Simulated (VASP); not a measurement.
Here is a VASP 6.6.1 calculation.

Contents of POSCAR:

```
Pd
1.0
   -1.5617284606      1.5617284606      1.5617284606
    1.5617284606     -1.5617284606      1.5617284606
    1.5617284606      1.5617284606     -1.5617284606
Pd
1
Direct
    0.0000000000      0.0000000000      0.0000000000
```

The input INCAR.step1:

```
SYSTEM = Pd
PREC = Accurate
ENCUT = 520
EDIFF = 1E-5
ISMEAR = -1
SIGMA = 0.05
LREAL = .False.
LASPH = .True.
NELM = 60
ALGO = Normal
ISIF = 2
LWAVE = .True.
NBANDS = 11
GGA = PE
```

File INCAR.step2:

```
SYSTEM = Pd
PREC = Accurate
ENCUT = 520
EDIFF = 1E-6
ISMEAR = -1
SIGMA = 0.05
LREAL = .False.
LASPH = .True.
NELM = 60
ALGO = Normal
ISIF = 2
LWAVE = .False.
LCHARG = .True.
GGA = PE
LHFCALC = .True.
AEXX = 0.25
PRECFOCK = Normal
LELF = .True.
LVHAR = .True.
NBANDS = 11
ISTART = 1
```

Contents of KPOINTS:

```
Automatic mesh
0
Gamma
  6 6 6
  0 0 0
```

Potentials or basis: VASP PAW PBE potentials, release 64 (Pd).

Command:

```sh
$ cat potpaw_PBE.64/Pd/POTCAR > POTCAR
$ cp INCAR.step1 INCAR
$ mpirun -np 1 vasp_std > vasp.out
$ cp INCAR.step2 INCAR
$ mpirun -np 1 vasp_std > vasp.out
```

(1) Estimate the pressure.

(2) What does it give for the band gap on the k mesh?

Results:

(1) -3.8 GPa.

(2) zero (bands 5 and 6 overlap by 2.92 eV).

Caveat: the k points lie up to 0.47 Å⁻¹ apart, too coarse for converged energies and pressures of a metal; the PAW data sets were made with another functional, which shifts forces and pressure a little.
